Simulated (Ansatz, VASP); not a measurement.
One calculation of BN, two programs

The input INCAR:

```
PREC = Accurate
ENCUT = 520
EDIFF = 1E-6
ISMEAR = 0
SIGMA = 0.01
LREAL = False
LASPH = True
NELM = 60
ALGO = Normal
ISIF = 2
LWAVE = False
LCHARG = False
GGA = CA
NBANDS = 26
```

The input KPOINTS:

```
regular mesh
0
Gamma
  12 12 4
```

POSCAR

```
BN
1.0
    2.5479976490      0.0000000000      0.0000000000
   -1.2739988245      2.2066306928      0.0000000000
    0.0000000000      0.0000000000      8.3753608011
B N
4 4
Direct
    0.0000000000      0.0000000000      0.0003894352
    0.3333333333      0.6666666667      0.2496892000
    0.0000000000      0.0000000000      0.5003894352
    0.6666666667      0.3333333333      0.7496892000
    0.0000000000      0.0000000000      0.1869898325
    0.3333333333      0.6666666667      0.4379315323
    0.0000000000      0.0000000000      0.6869898325
    0.6666666667      0.3333333333      0.9379315323
```

Input for Ansatz:

```yaml
crystal:
  lattice:
    - [2.547997649, 0.0, 0.0]
    - [-1.2739988245, 2.2066306928, 0.0]
    - [0.0, 0.0, 8.3753608011]
  atoms:
    - { symbol: B, position: [0.0, 0.0, 0.0003894352] }
    - { symbol: B, position: [0.3333333333, 0.6666666667, 0.2496892] }
    - { symbol: B, position: [0.0, 0.0, 0.5003894352] }
    - { symbol: B, position: [0.6666666667, 0.3333333333, 0.7496892] }
    - { symbol: "N", position: [0.0, 0.0, 0.1869898325] }
    - { symbol: "N", position: [0.3333333333, 0.6666666667, 0.4379315323] }
    - { symbol: "N", position: [0.0, 0.0, 0.6869898325] }
    - { symbol: "N", position: [0.6666666667, 0.3333333333, 0.9379315323] }
kpoints:
  mp_grid: { grid: [12, 12, 4] }
  band_path:
    path:
      - [0.0, 0.0, 0.0]
      - [0.5, 0.0, 0.0]
      - [0.3333333333, 0.3333333333, 0.0]
      - [0.0, 0.0, 0.5]
      - [0.5, 0.0, 0.5]
      - [0.3333333333, 0.3333333333, 0.5]
      - [0.0, 0.5, 0.0]
    npoints: 1
hamiltonian:
  xc: lda
scf:
  occupations: { method: fixed }
  n_extra_bands: 6
output:
  forces: true
  stress: true
  eigenvalues: true
  write_density: true
  write_potential: true
  elf: true
  volumetric_format: npy
```

Alike in both runs: task single point; functional LDA; k mesh 12 × 12 × 4; no spin polarisation.

|  | VASP | Ansatz |
| --- | --- | --- |
| version | VASP 6.6.1 | Ansatz 0.2.0 |
| potentials or method | VASP PAW LDA potentials, release 64 (B, N) | plane waves, PAW |
| plane-wave cutoff (eV) | 520 | 420 |
| occupations | gaussian, width 0.01 eV | fixed |
| valence electrons in the cell | 32 | 32 |

|  | VASP | Ansatz | Ansatz less VASP |
| --- | --- | --- | --- |
| gap on the k mesh at the Fermi level (eV) | 5.41 | 5.42 | +0.015 |
| pressure (GPa) | -8.5 | -9.3 | -0.90 |
| traceless stress, the component that is largest in VASP (GPa) | 0.04 | 0.05 | +0.011 |

LDA's correlation is that of Perdew and Zunger in VASP and of Perdew and Wang (1992) in Ansatz.
